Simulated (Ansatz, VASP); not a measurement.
## Two plane-wave programs on MnS

```
Mn S
1.0
     0.00000    2.60450    2.60450
     2.60450    0.00000    2.60450
     2.60450    2.60450    0.00000
Mn S
1 1
Direct
  0.00000 0.00000 0.00000
  0.50000 0.50000 0.50000
```

Alike in both runs: task single point; functional PBE; k mesh 7 × 7 × 7; occupations fermi-dirac, width 0.05 eV; collinear spin; fixed moment 5 μB.

```csv
,VASP,Ansatz
version,VASP 6.6.1,Ansatz 0.2.0
potentials or method,"VASP PAW PBE potentials, release 64 (Mn_sv, S)",Ansatz PAW
plane-wave cutoff (eV),680,420
valence electrons in the cell,21,21
```

VASP gave:

- pressure (GPa): 0.6
- net moment per atom (μB): 2.50
- size of the moment on the site where the two differ most (μB): 4.21

Question: Estimate Ansatz's values.

Answer: Pressure (GPa): 0.9; net moment per atom (μB): 2.50; size of the moment on the site where the two differ most (μB): 4.36.

Site moments also hang on the region over which each program counts them.
